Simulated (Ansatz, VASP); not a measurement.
## SnO2 in VASP and in Ansatz

```
Sn O
1.0
     4.73800    0.00000    0.00000
     0.00000    4.73800    0.00000
     0.00000    0.00000    3.18650
Sn O
2 4
Direct
  0.00000 0.00000 0.00000
  0.50000 0.50000 0.50000
  0.30540 0.30540 0.00000
  0.19460 0.80540 0.50000
  0.69460 0.69460 0.00000
  0.80540 0.19460 0.50000
```

Alike in both runs: functional PBE; k mesh 6 × 6 × 10; occupations gaussian, width 0.05 eV; no spin polarisation.

Ansatz relaxed the structure, and its values are those at the end. VASP's run is a single point on that final structure, the one shown.

|  | VASP | Ansatz |
| --- | --- | --- |
| version | VASP 6.6.1 | Ansatz 0.2.0 |
| potentials or method | VASP PAW PBE potentials, release 64 (Sn_d, O), cutoff 520 eV | scalar-relativistic, plane waves, PAW |
| valence electrons in the cell | 52 | 52 |

|  | VASP | Ansatz | Ansatz less VASP |
| --- | --- | --- | --- |
| gap on the k mesh at the Fermi level (eV) | 1.24 | 1.25 | +0.010 |
| least direct gap on the mesh (eV) | 1.24 | 1.25 | +0.010 |
| pressure (GPa) | 11.4 | 10.7 | -0.72 |
| rms of the force components (eV/Å) | 0.008 | 0.000 | -0.0074 |

Ansatz's warnings: stress scf threshold loose.
